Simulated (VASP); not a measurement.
Wanted: the native input for a VASP 6.6.1 run.

```
Task                   : single point
Functional             : PBE
Potentials or basis    : VASP PAW PBE potentials, release 64 (Ti_sv, O)
Cutoff                 : 520 eV
k mesh                 : 7 × 7 × 7
Occupations            : gaussian, width 0.01 eV
Spin                   : no spin polarisation
Dipole correction      : no
Further INCAR settings : ALGO = Normal; EDIFF = 1e-06; NBANDS = 33
```

The structure of TiO2 lies in POSCAR:

```
TiO2
1.0
   -1.9488630000      1.9488630000      4.6145810000
    1.9488630000     -1.9488630000      4.6145810000
    1.9488630000      1.9488630000     -4.6145810000
Ti O
2 4
Direct
    0.0000000000      0.0000000000      0.0000000000
    0.7500000000      0.2500000000      0.5000000000
    0.2126307544      0.2126307544      0.0000000000
    0.9626307544      0.4626307544      0.5000000000
    0.5373692456      0.0373692456      0.5000000000
    0.7873692456      0.7873692456      0.0000000000
```

One way to write it, as run:

INCAR

```
PREC     = Accurate       # precision mode
ENCUT    = 520            # plane-wave cutoff, eV
EDIFF    = 1E-6           # SCF threshold, eV
ISMEAR   = 0              # smearing method
SIGMA    = 0.01           # smearing width, eV
LREAL    = False          # projectors in reciprocal space
LASPH    = True           # aspherical terms in the spheres
NELM     = 80             # most SCF steps
ALGO     = Normal         # electronic algorithm
ISIF     = 2              # what is computed and relaxed
LWAVE    = False          # write WAVECAR
LCHARG   = False          # write CHGCAR
GGA      = PE             # functional
NBANDS   = 33             # bands
```

KPOINTS

```
regular mesh
0
Gamma
  7 7 7
```

Potentials or basis: VASP PAW PBE potentials, release 64 (Ti_sv, O).

Launch:

```bash
$ cat potpaw_PBE.64/Ti_sv/POTCAR potpaw_PBE.64/O/POTCAR > POTCAR
$ mpirun -np 1 vasp_std > vasp.out
```

It gave:

| Quantity | Value |
| --- | --- |
| Pressure | -1.9 GPa |
| Largest force | 0.036 eV/Å |
| Band gap on the k mesh | 1.87 eV (least direct gap 2.31 eV) |

Caveat: the stress differs along the axes, from -5 to 4 GPa.

Run time: 4.3 min on 1 thread of Intel Xeon 8259CL (shared host), peak memory 0.27 GiB.
